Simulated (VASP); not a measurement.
## Ir: single point with r2SCAN

The system is Ir.

```
Ir
1.0
     0.00000    1.94788    1.94788
     1.94788    0.00000    1.94788
     1.94788    1.94788    0.00000
Ir
1
Cartesian
  0.0000 0.0000 0.0000
```

```json
{
 "Program": "VASP 6.6.1",
 "Task": "single point",
 "Functional": "r2SCAN",
 "Potentials or basis": "VASP PAW PBE potentials, release 64 (Ir)",
 "Cutoff": "520 eV",
 "k mesh": "23 × 23 × 23",
 "Occupations": "fermi-dirac, width 0.05 eV",
 "Spin": "collinear spin",
 "Starting moments": "[1.0] μB",
 "Dipole correction": "no",
 "Further INCAR settings": "ALGO = Normal; EDIFF = 1e-07; NBANDS = 14"
}
```

- Pressure: -11.6 GPa
- Net moment: 0.00 μB per cell
- Valence electrons inside the program's atomic spheres: Ir 8.25

Levels at points of the mesh, in eV from the Fermi level:
Spin up:
```tsv
k point	band 1	band 2	band 3	band 4	band 5	band 6	band 7	band 8	band 9
(0.00, 0.00, 0.00)	-11.02	-3.71	-3.71	-3.71	-1.19	-1.19	15.22	20.81	20.81
```
Spin down:
| k point | band 1 | band 2 | band 3 | band 4 | band 5 | band 6 | band 7 | band 8 | band 9 |
| --- | --- | --- | --- | --- | --- | --- | --- | --- | --- |
| (0.00, 0.00, 0.00) | -11.02 | -3.71 | -3.71 | -3.71 | -1.19 | -1.19 | 15.22 | 20.81 | 20.81 |

Wall time 18 min on 1 thread of Intel Xeon 8259CL (shared host), peak memory 0.2 GiB.

Caveat: the cell stands under tension; the PAW data sets were made with another functional, which shifts forces and pressure a little; spin-orbit coupling is left out, which moves the levels of the heavy elements.
